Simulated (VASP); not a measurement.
## Pt: single point with LDA

Pt:

```xyz
1
Lattice="-0.2920 1.8008 1.8008 1.8008 -0.2920 1.8008 1.8008 1.8008 -0.2920" Properties=species:S:1:pos:R:3 pbc="T T T"
Pt    0.0000    0.0000    0.0000
```

```yaml
Program: VASP 6.6.1
Task: single point
Functional: LDA
Potentials_or_basis: VASP PAW LDA potentials, release 64 (Pt)
Cutoff: 520 eV
k_mesh: 20 × 20 × 20
Occupations: gaussian, width 0.15 eV
Spin: no spin polarisation
Dipole_correction: no
Further_INCAR_settings: ALGO = Fast; EDIFF = 1e-06; NBANDS = 11
```

```json
{"Pressure": "22.9 GPa", "Band gap on the k mesh": "zero (band 5 reaches 13.43 eV, above the bottom of band 6 at 9.44 eV)"}
```

Stress tensor (GPa, compression positive):
```
22.89 14.11 14.11
14.11 22.89 14.11
14.11 14.11 22.89
```

Levels at points of the mesh, in eV from the Fermi level:
| k point | band 2 | band 3 | band 4 | band 5 | band 6 | band 7 | band 8 | band 9 |
| --- | --- | --- | --- | --- | --- | --- | --- | --- |
| (0.00, 0.00, 0.00) | -5.50 | -5.50 | -1.57 | -0.80 | -0.80 | 14.50 | 18.04 | 18.04 |
| (0.50, 0.00, 0.00) | -5.54 | -1.65 | -0.95 | -0.94 | 0.06 | 6.04 | 15.41 | 18.09 |
| (0.50, 0.50, 0.00) | -6.97 | -0.39 | 0.06 | 1.71 | 2.25 | 9.01 | 10.24 | 15.12 |
| (0.50, 0.50, 0.50) | -4.63 | -4.63 | 1.34 | 1.34 | 2.35 | 10.41 | 12.53 | 16.41 |

Run time: 44 s on 1 thread of Intel(R) Xeon(R) 6975P-C (Granite Rapids), on a shared host, peak memory 0.22 GiB.

Caveat: spin-orbit coupling is left out, which moves the levels of the heavy elements.
